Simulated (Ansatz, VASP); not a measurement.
# Two plane-wave programs on SiO2

```
Si O
1.0
     4.31947    0.00000    0.00000
     0.00000    4.31947    0.00000
     0.00000    0.00000    4.31947
Si O
2 4
Direct
  0.00000 0.00000 0.00000
  0.50000 0.50000 0.50000
  0.25000 0.25000 0.25000
  0.25000 0.75000 0.75000
  0.75000 0.75000 0.25000
  0.75000 0.25000 0.75000
```

Alike in both runs: task relaxation of cell and atoms; functional r2SCAN; k mesh 4 × 4 × 4; occupations gaussian, width 0.1 eV; no spin polarisation.

|  | VASP | Ansatz |
| --- | --- | --- |
| version | VASP 6.6.1 | Ansatz 0.2.0 |
| potentials or method | VASP PAW PBE potentials, release 64 (Si, O), cutoff 600 eV | scalar-relativistic, plane waves, PAW |
| valence electrons in the cell | 32 | 32 |

```csv
,VASP,Ansatz,Ansatz less VASP
"gap on the k mesh at the Fermi level, each at its own relaxed structure (eV)",5.75,5.74,-0.007
relaxed volume (Å³/atom),8.97,8.96,-0.005
relaxed length of the cell vector where the two differ most in proportion (Å),3.775,3.774,-0.0007
```

VASP's potentials were made for PBE, not for r2SCAN.

Noted on VASP's run: the volume moved by over 15 % at a fixed basis, so the end points are rough.
